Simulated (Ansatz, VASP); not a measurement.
## Two plane-wave programs on Ta

```
Ta
1.0
    -1.67390    1.67390    1.60695
     1.67390   -1.67390    1.60695
     1.67390    1.67390   -1.60695
Ta
1
Cartesian
  0.0000 0.0000 0.0000
```

Alike in both runs: task single point; functional PBEsol; k mesh 22 × 22 × 22; occupations gaussian, width 0.15 eV; no spin polarisation.

|  | VASP | Ansatz |
| --- | --- | --- |
| version | VASP 6.6.1 | Ansatz 0.2.0 |
| potentials or method | VASP PAW PBE potentials, release 64 (Ta_pv), cutoff 520 eV | scalar-relativistic, plane waves, PAW |
| valence electrons in the cell | 11 | 13 |

|  | VASP | Ansatz | Ansatz less VASP |
| --- | --- | --- | --- |
| gap on the k mesh at the Fermi level (eV) | none | none | - |
| pressure (GPa) | -3.5 | -3.7 | -0.17 |
| traceless stress, the component that is largest in VASP (GPa) | 2.81 | 2.82 | +0.007 |

VASP's potentials were made for PBE, not for PBEsol. A gap of «none» marks a metal or a gap that the smearing closes. VASP's potentials hold 11 valence electrons a cell and Ansatz's 13, so a difference there can come from the potentials and not from the codes.

Neither program's run includes spin-orbit coupling.
